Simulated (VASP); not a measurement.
Set up this calculation in VASP 6.6.1, as the native input.

```
Task                   : single point
Functional             : PBE
Potentials or basis    : VASP PAW PBE potentials, release 64 (Hf_pv, Sn_d, Se)
Cutoff                 : 520 eV
k mesh                 : 3 × 3 × 2
Occupations            : gaussian, width 0.1 eV
Spin                   : no spin polarisation
Dipole correction      : no
Further INCAR settings : ALGO = Normal; EDIFF = 1e-06; NBANDS = 47
```

The structure of HfSn2Se6 lies in POSCAR:

```
HfSn2Se6
1.0
    6.6873682314      0.0000000000      0.0000000000
   -3.3436841157      5.7914307728      0.0000000000
    0.0000000000      0.0000000000      7.0982450000
Hf Sn Se
1 2 6
Direct
    0.0000000000      0.0000000000      0.0000000000
    0.6666666667      0.3333333333      0.0000000000
    0.3333333333      0.6666666667      0.0000000000
    0.3304010000      0.3304010000      0.7765390000
    1.0000000000      0.6695990000      0.7765390000
    0.6695990000      0.0000000000      0.7765390000
    1.0000000000      0.3304010000      0.2234610000
    0.6695990000      0.6695990000      0.2234610000
    0.3304010000      0.0000000000      0.2234610000
```

The input as run:

INCAR

```
PREC = Accurate
ENCUT = 520
EDIFF = 1E-6
ISMEAR = 0
SIGMA = 0.1
LREAL = F
LASPH = T
NELM = 100
ALGO = Normal
ISIF = 2
LWAVE = F
LCHARG = F
GGA = PE
NBANDS = 47
```

KPOINTS

```
regular mesh
0
Gamma
  3 3 2
```

Potentials or basis: VASP PAW PBE potentials, release 64 (Hf_pv, Sn_d, Se).

Run with:

```sh
$ cat potpaw_PBE.64/Hf_pv/POTCAR potpaw_PBE.64/Sn_d/POTCAR potpaw_PBE.64/Se/POTCAR > POTCAR
$ mpirun -np 1 vasp_std > vasp.out
```

It gave:

| Quantity | Value |
| --- | --- |
| Pressure | 0.0 GPa |
| Largest force | 0.020 eV/Å |
| Band gap on the k mesh | 0.57 eV |

Caveat: the k points lie up to 0.44 Å⁻¹ apart; semilocal functionals underestimate gaps, and a narrow one can read as zero; spin-orbit coupling is left out, which moves the levels of the heavy elements; this functional lacks dispersion, which binds layers or chains, so the pressure and a relaxed spacing across them are unreliable.

Run time: 72 s on 1 thread of Intel(R) Xeon(R) Platinum 8488C (Sapphire Rapids), with other jobs on the host, peak memory 0.37 GiB.
